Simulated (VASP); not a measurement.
Write the native input for VASP 6.6.1 that does the following.

| Item | Value |
| --- | --- |
| Task | single point |
| Functional | HSE06 |
| Potentials or basis | VASP PAW PBE potentials, release 64 (Pt, Se) |
| Cutoff | 520 eV |
| k mesh | 6 × 6 × 4 |
| Occupations | gaussian, width 0.01 eV |
| Spin | no spin polarisation |
| Dipole correction | no |
| Grid for exact exchange (PRECFOCK) | Normal |
| Further INCAR settings | ALGO = Normal; EDIFF = 1e-06; NBANDS = 18 |
| Share of exact exchange | 0.25 |
| Screening parameter | 0.2079 1/Å |

Crystal: PtSe2.

```
Pt Se
1.0
     3.92440    0.00000    0.00000
    -1.96220    3.39863    0.00000
     0.00000    0.00000    5.55421
Pt Se
1 2
Direct
  0.00000 0.00000 0.00000
  0.33333 0.66667 0.21819
  0.66667 0.33333 0.78181
```

This cell differs from its parent crystal: strain +5.2%.

These files were run (other wordings do the same):

POSCAR

```
PtSe2
1.0
    3.9244045078      0.0000000000      0.0000000000
   -1.9622022539      3.3986339985      0.0000000000
    0.0000000000      0.0000000000      5.5542073620
Pt Se
1 2
Direct
    0.0000000000      0.0000000000      0.0000000000
    0.3333333333      0.6666666667      0.2181860956
    0.6666666667      0.3333333333      0.7818139044
```

INCAR.step1

```
SYSTEM = PtSe2
  PREC = Accurate
  ENCUT = 520
  EDIFF = 1E-5
  ISMEAR = 0
  SIGMA = 0.01
  LREAL = .False.
  LASPH = .True.
  NELM = 100
  ALGO = Normal
  ISIF = 2
  LWAVE = .True.
  LCHARG = .False.
  NBANDS = 18
  GGA = PE
  LUSENCCL = .False.
```

INCAR.step2

```
SYSTEM = PtSe2
  PREC = Accurate
  ENCUT = 520
  EDIFF = 1E-6
  ISMEAR = 0
  SIGMA = 0.01
  LREAL = .False.
  LASPH = .True.
  NELM = 100
  ALGO = Normal
  ISIF = 2
  LWAVE = .False.
  LCHARG = .False.
  GGA = PE
  LHFCALC = .True.
  HFSCREEN = 0.2079
  PRECFOCK = Normal
  NBANDS = 18
  ISTART = 1
  LUSENCCL = .False.
```

KPOINTS

```
Automatic mesh
0
Gamma
  6 6 4
  0 0 0
```

Potentials or basis: VASP PAW PBE potentials, release 64 (Pt, Se).

Launch:

```bash
$ cat potpaw_PBE.64/Pt/POTCAR potpaw_PBE.64/Se/POTCAR > POTCAR
$ cp INCAR.step1 INCAR
$ mpirun -np 1 vasp_std > vasp.out
$ cp INCAR.step2 INCAR
$ mpirun -np 1 vasp_std > vasp.out
```

Results of the run:

The pressure is -7.8 GPa and the largest force is 0.304 eV/Å. The band gap on the k mesh is 0.64 eV (least direct gap 1.35 eV).

Caveat: the cell differs from its parent crystal (strain +5.2%); the stress differs along the axes, from -11 to -2 GPa; the PAW data sets were made with another functional, which shifts forces and pressure a little; spin-orbit coupling is left out, which moves the levels of the heavy elements; this functional lacks dispersion, which binds layers or chains, so the pressure and a relaxed spacing across them are unreliable.

It took 61 min on 1 × NVIDIA H100 80GB with 1 thread of Intel(R) Xeon(R) Platinum 8481C CPU @ 2.70GHz (Sapphire Rapids) (shared host), peak memory 1.2 GiB.
